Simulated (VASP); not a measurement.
Wanted: the native input for a VASP 6.6.1 run.

* Task: single point
* Functional: PBE
* Potentials or basis: VASP PAW PBE potentials, release 64 (Bi_d, P)
* Cutoff: 520 eV
* k mesh: 8 × 8 × 8
* Occupations: gaussian, width 0.1 eV
* Spin: no spin polarisation
* Dipole correction: no
* Further INCAR settings: ALGO = Normal; EDIFF = 1e-06; NBANDS = 32

The structure of BiP6 lies in POSCAR:

```
BiP6
1.0
    0.0000000000      4.6318126627      4.6318126627
    4.6318126627      0.0000000000      4.6318126627
    4.6318126627      4.6318126627      0.0000000000
Bi P
1 6
Direct
    0.0000000000      0.0000000000      0.0000000000
    0.6855294336      0.3144705664      0.3144705664
    0.3144705664      0.6855294336      0.6855294336
    0.3144705664      0.6855294336      0.3144705664
    0.6855294336      0.3144705664      0.6855294336
    0.3144705664      0.3144705664      0.6855294336
    0.6855294336      0.6855294336      0.3144705664
```

The input as run:

INCAR

```
SYSTEM = BiP6
PREC = Accurate
ENCUT = 520
EDIFF = 1E-6
ISMEAR = 0
SIGMA = 0.1
LREAL = .False.
LASPH = .True.
NELM = 100
ALGO = Normal
ISIF = 2
LWAVE = .False.
LCHARG = .False.
GGA = PE
NBANDS = 32
```

KPOINTS

```
Automatic mesh
0
Gamma
  8 8 8
  0 0 0
```

Potentials or basis: VASP PAW PBE potentials, release 64 (Bi_d, P).

Run with:

```bash
$ cat potpaw_PBE.64/Bi_d/POTCAR potpaw_PBE.64/P/POTCAR > POTCAR
$ mpirun -np 1 vasp_std > vasp.out
```

It gave:

| Property | Result |
| --- | --- |
| Pressure | -0.2 GPa |
| Largest force | 0.064 eV/Å |

Wall time 6.8 min on 1 thread of Oxide Virtual Turin-like Processor, on a shared host, peak memory 0.39 GiB.
